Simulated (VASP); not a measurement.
# BaTe (I4/mmm) in VASP: further runs

BaTe is run at these levels: PBE; tasks: single point, relaxation of the atoms.

Program: VASP 6.6.1. These are calculated values, not measurements. Logs are shortened: lines on timing, memory, paths and dates and some standing lists are left out, and cuts for length are marked.

## Step 1: The cell of the first run

Symmetry: I4/mmm, No. 139, tetragonal system. Conventional cell: a = 4.822 Å, b = 4.822 Å, c = 6.547 Å, α = 90.00°, β = 90.00°, γ = 90.00°. Ba (site symmetry 4/mmm) has 6 Te at 3.27 to 3.41 Å within 4.3 Å. Within 4.3 Å of Te (site symmetry 4/mmm) lie 6 Ba at 3.27 to 3.41 Å.

## Step 2: Single point, PBE

File INCAR:

```
SYSTEM = BaTe
PREC     = Accurate       ! precision mode
ENCUT    = 520            ! plane-wave cutoff, eV
EDIFF    = 1E-6           ! SCF threshold, eV
ISMEAR   = -1             ! smearing method
SIGMA    = 0.05           ! smearing width, eV
LREAL    = .FALSE.        ! projectors in reciprocal space
LASPH    = .TRUE.         ! aspherical terms in the spheres
NELM     = 80             ! most SCF steps
ALGO     = Normal         ! electronic algorithm
ISIF     = 2              ! what is computed and relaxed
LWAVE    = .FALSE.        ! write WAVECAR
LCHARG   = .TRUE.         ! write CHGCAR
GGA      = PE             ! functional
LELF     = .TRUE.         ! ELF
LVHAR    = .TRUE.       
NBANDS   = 15             ! bands
```

File KPOINTS:

```
Automatic mesh
0
G
  7 7 7
  0 0 0
```

File POSCAR:

```
BaTe
1.0
    0.0000000000      3.4100000000      3.2736000000
    3.4100000000      0.0000000000      3.2736000000
    3.4100000000      3.4100000000      0.0000000000
Ba Te
1 1
Direct
    0.0000000000      0.0000000000      0.0000000000
    0.5000000000      0.5000000000      0.5000000000
```

Potentials or basis: VASP PAW PBE potentials, release 64 (Ba_sv, Te).

On the command line:

```console
$ cat potpaw_PBE.64/Ba_sv/POTCAR potpaw_PBE.64/Te/POTCAR > POTCAR
$ mpirun -np 1 vasp_std > vasp.out
```

OUTCAR:

```text
SYSTEM = BaTe
   PREC = Accurate
   ENCUT = 520
   EDIFF = 1E-6
   ISMEAR = -1
   LREAL = .FALSE.
   LASPH = .TRUE.
   NELM = 80
   ISIF = 2
   GGA = PE

 ion  position               nearest neighbor table
   1  0.000  0.000  0.000-   2 3.27   2 3.27   2 3.41   2 3.41   2 3.41   2 3.41
   2  0.500  0.500  0.500-   1 3.27   1 3.27   1 3.41   1 3.41   1 3.41   1 3.41

  LATTYP: Found a body centered tetragonal cell.
 ALAT       =     4.8224682477
 C/A-ratio  =     1.3576450199

  Lattice vectors:

 A1 = (   0.0000000000,  -3.4100000000,  -3.2736000000)
 A2 = (   0.0000000000,   3.4100000000,  -3.2736000000)
 A3 = (   3.4100000000,   0.0000000000,   3.2736000000)

Analysis of symmetry for initial positions (statically):
=====================================================================
 Subroutine PRICEL returns:
 Original cell was already a primitive cell.

 Routine SETGRP: Setting up the symmetry group for a
 body centered tetragonal supercell.

 Subroutine GETGRP returns: Found 16 space group operations
 (whereof 16 operations were pure point group operations)
 out of a pool of 16 trial point group operations.

The static configuration has the point symmetry D_4h.

Analysis of symmetry for dynamics (positions and initial velocities):
=====================================================================
 Subroutine PRICEL returns:
 Original cell was already a primitive cell.

 Routine SETGRP: Setting up the symmetry group for a
 body centered tetragonal supercell.

 Subroutine GETGRP returns: Found 16 space group operations
 (whereof 16 operations were pure point group operations)
 out of a pool of 16 trial point group operations.

The dynamic configuration has the point symmetry D_4h.

 Subroutine INISYM returns: Found 16 space group operations
 (whereof 16 operations are pure point group operations),
 and found     1 'primitive' translations

----------------------------------------------------------------------------------------

                                     Primitive cell

  volume of cell :      76.1315

  direct lattice vectors                    reciprocal lattice vectors
     0.000000000  3.410000000  3.273600000    -0.146627566  0.146627566  0.152737048
     3.410000000  0.000000000  3.273600000     0.146627566 -0.146627566  0.152737048
     3.410000000  3.410000000  0.000000000     0.146627566  0.146627566 -0.152737048

  length of vectors
     4.727002957  4.727002957  4.822468248     0.257542020  0.257542020  0.257542020

[... 89 lines left out ...]
   TEBEG  =    0.0;   TEEND  =   0.0 temperature during run
   PSTRESS=    0.0 pullay stress
   NELECT =      16.0000    total number of electrons
   NUPDOWN=      -1.0000    fix difference up-down
   EMIN   =  10.00;   EMAX   =-10.00  energy-range for DOS
   EFERMI =   0.00;   METHOD = LEGACY
   ISMEAR =    -1;   SIGMA  =   0.05  broadening in eV -4-tet -1-fermi 0-gaus
   EFERMI_NEDOS =   21; number of points for ismear=-14 and -15
   IALGO  =     38    algorithm
   IMIX   =      4    mixing-type and parameters
     AMIX     =   0.40;   BMIX     =  1.00
     AMIX_MAG =   1.60;   BMIX_MAG =  1.00
  volume/ion in A,a.u.               =      38.07       256.88
  Fermi-wavevector in a.u.,A,eV,Ry     =   0.973330  1.839327 12.889765  0.947371
  Thomas-Fermi vector in A             =   2.103701
   LORBIT       =      0    0 simple, 1 ext, 2 COOP (PROOUT), +10 PAW based schemes
   GGA     = PE    functional components
   LHFCALC =     F    Hartree Fock is set to
   AEXX    =    0.0000 exact exchange contribution
   IVDW    =     0    specifies the selected vdW correction
   LEPSILON=     F    determine dielectric tensor
   LRPA    =     F    only Hartree local field effects (RPA)
 non-spin polarized calculation
  energy-cutoff  :      520.00
  volume of cell :       76.13
 maximum number of plane-waves:      2063
   NGX = 17   NGY = 17   NGZ = 17

 number of electron      16.0000000 magnetization

 Free energy of the ion-electron system (eV)
  ---------------------------------------------------
  ext. energy  EPLUGINS =         0.00000000
  ---------------------------------------------------
  free energy    TOTEN  =        -8.37610970 eV

  energy without entropy =       -8.37610948  energy(sigma->0) =       -8.37610959

 E-fermi :   3.7460     XC(G=0):  -8.7316

 val. band max:        3.2169951277   @ k =   0.0000   0.0000   0.0000
 cond. band min:       4.3543842343   @ k =   0.4286   0.4286   0.0000
 fundamental gap:      1.1373891066
 Fermi energy:         3.7459709748

 k-point     1 :       0.0000    0.0000    0.0000
  band No.  band energies     occupation
      1     -23.6503      2.00000
      2      -8.8625      2.00000
      3      -8.8247      2.00000
      4      -8.8247      2.00000
      5      -6.7477      2.00000
      6       3.0313      2.00000
      7       3.0313      2.00000
      8       3.2170      1.99995
      9       5.8126      0.00000
     10       5.8126      0.00000
     11       6.1011      0.00000
     12       6.2724      0.00000
     13       6.5532      0.00000
     14       7.0003      0.00000
[... 401 lines left out ...]
      2      -9.3819      2.00000
      3      -8.9885      2.00000
      4      -8.9002      2.00000
      5      -5.9401      2.00000
      6       1.1293      2.00000
      7       1.9042      2.00000
      8       2.0267      2.00000
      9       6.2813      0.00000
     10       7.4401      0.00000
     11       8.3601      0.00000
     12       8.7901      0.00000
     13       9.6308      0.00000
     14      10.7910      0.00000
     15      11.4495      0.00000

 [... further k-points ...]

------------------------ aborting loop because EDIFF is reached ----------------------------------------

  FORCE on cell =-STRESS in cart. coord.  units (eV):
  Direction    XX          YY          ZZ          XY          YZ          ZX
  --------------------------------------------------------------------------------------
  -------------------------------------------------------------------------------------
  Total        2.2577271      2.2577271      4.7401526      0.0000000     -0.0000000      0.0000000
  in kB       47.5135695     47.5135695     99.7558880      0.0000000     -0.0000000      0.0000000
  external PRESSURE =      64.9276757 kB  Pullay stress =       0.0000000 kB

 VOLUME and BASIS-vectors are now :
 -----------------------------------------------------------------------------
  energy-cutoff  :      520.00
  volume of cell :       76.13
      direct lattice vectors                 reciprocal lattice vectors
     0.000000000  3.410000000  3.273600000    -0.146627566  0.146627566  0.152737048
     3.410000000  0.000000000  3.273600000     0.146627566 -0.146627566  0.152737048
     3.410000000  3.410000000  0.000000000     0.146627566  0.146627566 -0.152737048

 POSITION                                       TOTAL-FORCE (eV/Angst)
 -----------------------------------------------------------------------------------
      0.00000      0.00000      0.00000         0.000000     -0.000000     -0.000000
      3.41000      3.41000      3.27360        -0.000000      0.000000      0.000000
 -----------------------------------------------------------------------------------
    total drift:                                0.000000      0.000000      0.000000

  FREE ENERGIE OF THE ION-ELECTRON SYSTEM (eV)
  ---------------------------------------------------
  free  energy   TOTEN  =        -8.3761097023 eV

  energy  without entropy=       -8.3761094823  energy(sigma->0) =       -8.37610959
```

OSZICAR:

```text
N       E                     dE             d eps       ncg     rms          rms(c)
DAV:   1     0.859706728856E+02    0.85971E+02   -0.63997E+03  1200   0.904E+02
DAV:   2    -0.320512547214E+01   -0.89176E+02   -0.80440E+02  1666   0.158E+02
DAV:   3    -0.834283752322E+01   -0.51377E+01   -0.50880E+01  1642   0.409E+01
DAV:   4    -0.846312083323E+01   -0.12028E+00   -0.12026E+00  1571   0.637E+00
DAV:   5    -0.846589256138E+01   -0.27717E-02   -0.27717E-02  1682   0.833E-01    0.453E+00
DAV:   6    -0.837346199364E+01    0.92431E-01   -0.99406E-02  1431   0.166E+00    0.296E+00
DAV:   7    -0.837233806746E+01    0.11239E-02   -0.99265E-02  1508   0.185E+00    0.775E-01
DAV:   8    -0.837552460141E+01   -0.31865E-02   -0.10760E-02  1340   0.687E-01    0.212E-01
DAV:   9    -0.837592567602E+01   -0.40107E-03   -0.49351E-04  1606   0.164E-01    0.523E-02
DAV:  10    -0.837608444069E+01   -0.15876E-03   -0.12676E-04  1396   0.787E-02    0.186E-02
DAV:  11    -0.837611069493E+01   -0.26254E-04   -0.46837E-05  1550   0.416E-02    0.177E-02
DAV:  12    -0.837610955849E+01    0.11364E-05   -0.45887E-06  1466   0.141E-02    0.373E-03
DAV:  13    -0.837610970232E+01   -0.14383E-06   -0.25881E-07   943   0.294E-03
   1 F= -.83761097E+01 E0= -.83761096E+01  d E =-.220023E-06
```

Wall time 95 s (1 thread of AMD EPYC 7R13, shared host); peak memory 0.2 GiB.

What came out:

- Free energy: -8.3761 eV
- Pressure: 6.5 GPa
- Band gap on the k mesh: 1.14 eV, indirect (least direct gap 1.51 eV)

Caveat: spin-orbit coupling is left out, which moves the levels of the heavy elements. Expect the measured gap to be larger: semilocal functionals such as PBE lack the derivative discontinuity.

## Step 3: Relaxation of the atoms, PBE

File INCAR:

```
SYSTEM = BaTe
  PREC = Accurate
  ENCUT = 520
  EDIFF = 1E-6
  ISMEAR = -1
  SIGMA = 0.05
  LREAL = .False.
  LASPH = .True.
  NELM = 100
  ALGO = Normal
  ISIF = 2
  LWAVE = .False.
  LCHARG = .False.
  GGA = PE
  IBRION = 2
  NSW = 60
  EDIFFG = -0.01
```

File KPOINTS:

```
regular mesh
0
Gamma
  7 7 7
  0 0 0
```

POSCAR is that of step 2.

Potentials or basis: VASP PAW PBE potentials, release 64 (Ba_sv, Te).

On the command line:

```console
$ cat potpaw_PBE.64/Ba_sv/POTCAR potpaw_PBE.64/Te/POTCAR > POTCAR
$ mpirun -np 1 vasp_std > vasp.out
```

Wall time 69 s (1 thread of AMD EPYC 7R13, shared host); peak memory 0.2 GiB.

The run converged. Its results:

| Item | Value |
| --- | --- |
| Free energy | -8.3761 eV |
| Pressure after relaxing | 6.5 GPa |
| Band gap on the k mesh | 1.14 eV, indirect (least direct gap 1.51 eV) |

Stress tensor (GPa, compression positive):
```
4.75 0.00 0.00
0.00 4.75 0.00
0.00 0.00 9.98
```

Final structure:
```cif
data_structure
_symmetry_space_group_name_H-M 'P 1'
_symmetry_Int_Tables_number 1
_cell_length_a 4.7270
_cell_length_b 4.7270
_cell_length_c 4.8225
_cell_angle_alpha 59.330
_cell_angle_beta 59.330
_cell_angle_gamma 61.341
_cell_volume 76.13
loop_
_atom_site_label
_atom_site_type_symbol
_atom_site_fract_x
_atom_site_fract_y
_atom_site_fract_z
_atom_site_occupancy
Ba1 Ba 0.00000 0.00000 0.00000 1
Te1 Te 0.50000 0.50000 0.50000 1
```

Levels at points of the mesh, in eV from the valence-band top:
| k point | band 4 | band 5 | band 6 | band 7 | band 8 | band 9 | band 10 | band 11 | band 12 |
| --- | --- | --- | --- | --- | --- | --- | --- | --- | --- |
| (0.00, 0.00, 0.00) | -12.04 | -9.96 | -0.19 | -0.19 | 0.00 | 2.60 | 2.60 | 2.88 | 3.06 |

Caveat: the relaxation stopped at its first step, so nothing moved; spin-orbit coupling is left out, which moves the levels of the heavy elements. A k mesh can miss the band edges.
